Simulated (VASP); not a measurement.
Ru:

```xyz
2
Lattice="2.7058 0.0000 0.0000 -1.3529 2.3433 0.0000 0.0000 0.0000 4.2819" Properties=species:S:1:pos:R:3 pbc="T T T"
Ru    0.0000    1.5622    1.0705
Ru    1.3529    0.7811    3.2114
```

```yaml
Program: VASP 6.6.1
Task: relaxation of cell and atoms
Functional: PBEsol
Potentials_or_basis: VASP PAW PBE potentials, release 64 (Ru_pv)
Cutoff: 600 eV
k_mesh: 20 × 20 × 12
Occupations: fermi-dirac, width 0.1 eV
Spin: no spin polarisation
```

At the start: pressure -6.2 GPa; volume 13.57 Å³/atom.

Problem. How do energy, volume and symmetry change on relaxing?

Solution. Over 11 steps the energy falls by 5.1 meV/atom and the volume is 13.32 Å³/atom (-1.8 %); space group P6_3/mmc (No. 194, to 0.05 Å).

The path:
```csv
step,energy change (eV),largest force (eV/Å),pressure (GPa),volume (Å³)
1,0.0000,0.0000,-6.22,27.15
2,0.0966,0.0000,23.67,25.13
3,-0.0101,0.0000,-0.18,26.66
4,-0.0101,0.0000,0.06,26.64
5,-0.0102,0.0000,-0.02,26.65
6,-0.0102,0.0000,0.01,26.65
7,-0.0102,0.0000,0.03,26.65
8,-0.0102,0.0000,0.02,26.65
9,-0.0102,0.0000,0.02,26.65
10,-0.0102,0.0000,-0.03,26.65
11,-0.0102,0.0000,-0.01,26.65
```

Final structure:
```yaml
crystal:
  lattice:
    - [2.69154, 0.00000, 0.00000]
    - [-1.34577, 2.33094, 0.00000]
    - [0.00000, 0.00000, 4.24779]
  atoms:
    - { symbol: Ru, position: [0.33333, 0.66667, 0.25000] }
    - { symbol: Ru, position: [0.66667, 0.33333, 0.75000] }
```

Caveat: the PAW data sets were made with another functional, which shifts forces and pressure a little.
